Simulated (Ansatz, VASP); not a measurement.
**One calculation of Cu3N, two programs**

```
CELL_PARAMETERS angstrom
3.85710 0.00000 0.00000
0.00000 3.85710 0.00000
0.00000 0.00000 3.85710
ATOMIC_POSITIONS crystal
Cu 0.50000 0.00000 0.00000
Cu 0.00000 0.50000 0.00000
Cu 0.00000 0.00000 0.50000
N 0.00000 0.00000 0.00000
```

Alike in both runs: task single point; functional PBE; k mesh 5 × 5 × 5; no spin polarisation.

|  | VASP | Ansatz |
| --- | --- | --- |
| version | VASP 6.6.1 | Ansatz 0.2.0 |
| potentials or method | VASP PAW PBE potentials, release 64 (Cu, N), cutoff 600 eV | plane waves, PAW |
| occupations | gaussian, width 0.01 eV | fixed |
| valence electrons in the cell | 38 | 62 |

Ansatz gave:

- pressure (GPa): -2.7

Q: What did VASP give for the same quantities?

A: Pressure (GPa): -2.0.

VASP's potentials hold 38 valence electrons a cell and Ansatz's 62, so a difference there can come from the potentials and not from the codes. Ansatz's warnings: stress scf threshold loose.
